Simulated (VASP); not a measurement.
Write the native input for VASP 6.6.1 that does the following.

```yaml
Task: single point
Functional: PBE
Potentials_or_basis: VASP PAW PBE potentials, release 64 (Na_pv, Pr_3), 4f in core
Cutoff: 500 eV
k_mesh: 6 × 6 × 6
Occupations: gaussian, width 0.1 eV
Spin: no spin polarisation
Dipole_correction: no
Further_INCAR_settings: ALGO = Normal; EDIFF = 1e-06; NBANDS = 16
```

The structure of NaPr lies in POSCAR:

```
NaPr
1.0
    0.0000000000      3.0377637100      3.0377637100
    3.0377637100      0.0000000000      3.0377637100
    3.0377637100      3.0377637100      0.0000000000
Na Pr
1 1
Direct
    0.5000000000      0.5000000000      0.5000000000
    0.0000000000      0.0000000000      0.0000000000
```

The cell was generated, and may not be a known phase.

The input as run:

INCAR

```
SYSTEM = NaPr
ALGO     = Normal         ! electronic algorithm
EDIFF    = 1E-6           ! SCF threshold, eV
ENCUT    = 500            ! plane-wave cutoff, eV
GGA      = PE             ! functional
GGA_COMPAT= .FALSE.      
ISIF     = 2              ! what is computed and relaxed
ISMEAR   = 0              ! smearing method
LASPH    = .TRUE.         ! aspherical terms in the spheres
LCHARG   = .FALSE.        ! write CHGCAR
LMAXMIX  = 6              ! l up to which the mixer works
LREAL    = .FALSE.        ! projectors in reciprocal space
LWAVE    = .FALSE.        ! write WAVECAR
NBANDS   = 16             ! bands
NELM     = 200            ! most SCF steps
PREC     = Accurate       ! precision mode
SIGMA    = 0.1            ! smearing width, eV
```

KPOINTS

```
k-points
0
G
  6 6 6
  0 0 0
```

Potentials or basis: VASP PAW PBE potentials, release 64 (Na_pv, Pr_3), 4f in core.

Command:

```bash
$ cat potpaw_PBE.64/Na_pv/POTCAR potpaw_PBE.64/Pr_3/POTCAR > POTCAR
$ mpirun -np 1 vasp_std > vasp.out
```

It gave:

```
Pressure               : 8.8 GPa
Band gap on the k mesh : zero (bands 9 and 10 overlap by 0.77 eV)
```

Caveat: the cell stands under pressure; spin-orbit coupling is left out, which moves the levels of the heavy elements; the 4f electrons are frozen in the core, so they carry no moment and show no levels.

It took 12 s on 1 thread of Intel(R) Xeon(R) Platinum 8488C (Sapphire Rapids) (shared host), peak memory 0.17 GiB.
